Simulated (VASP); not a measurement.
Write the native input for VASP 6.6.1 that does the following.

* Task: single point
* Functional: PBE
* Potentials or basis: VASP PAW PBE potentials, release 64 (Sn_d, O)
* Cutoff: 520 eV
* k mesh: 10 × 10 × 8
* Occupations: gaussian, width 0.05 eV
* Spin: no spin polarisation
* Dipole correction: no
* Further INCAR settings: ALGO = Normal; EDIFF = 1e-07; NBANDS = 28

The structure of SnO lies in POSCAR:

```
SnO
1.0
    3.8158424934      0.0000000000      0.0000000000
    0.0000000000      3.8158424934      0.0000000000
    0.0000000000      0.0000000000      5.0679375214
Sn O
2 2
Direct
   -0.0431052619      0.5000000000      0.2286909982
    0.5431052619      0.0000000000      0.7713090018
    0.0045883204      0.0000000000      0.0000000000
    0.4954116796      0.5000000000      0.0000000000
```

This cell differs from its parent crystal: atoms displaced along a vibrational mode, the cell strained.

The input as run:

INCAR

```
SYSTEM = SnO
PREC     = Accurate       ! precision mode
ENCUT    = 520            ! plane-wave cutoff, eV
EDIFF    = 1E-7           ! SCF threshold, eV
ISMEAR   = 0              ! smearing method
SIGMA    = 0.05           ! smearing width, eV
LREAL    = .False.        ! projectors in reciprocal space
LASPH    = .True.         ! aspherical terms in the spheres
NELM     = 100            ! most SCF steps
ALGO     = Normal         ! electronic algorithm
ISIF     = 2              ! what is computed and relaxed
LWAVE    = .False.        ! write WAVECAR
LCHARG   = .False.        ! write CHGCAR
GGA      = PE             ! functional
NBANDS   = 28             ! bands
```

KPOINTS

```
regular mesh
0
Gamma
  10 10 8
  0 0 0
```

Potentials or basis: VASP PAW PBE potentials, release 64 (Sn_d, O).

Command:

```console
$ cat potpaw_PBE.64/Sn_d/POTCAR potpaw_PBE.64/O/POTCAR > POTCAR
$ mpirun -np 1 vasp_std > vasp.out
```

It gave:

The pressure is 4.1 GPa, the largest force is 1.195 eV/Å and the band gap on the k mesh is 0.42 eV (least direct gap 1.90 eV).

Caveat: the cell differs from its parent crystal (atoms displaced along a vibrational mode, the cell strained); the cell stands under pressure; semilocal functionals underestimate gaps, and a narrow one can read as zero; spin-orbit coupling is left out, which moves the levels of the heavy elements; forces of over 1 eV/Å act on the atoms, so gaps and moduli don't describe the material at rest.

Run time: 3.2 min on 1 thread of Intel(R) Xeon(R) 6975P-C (Granite Rapids), on a shared host, peak memory 0.48 GiB.
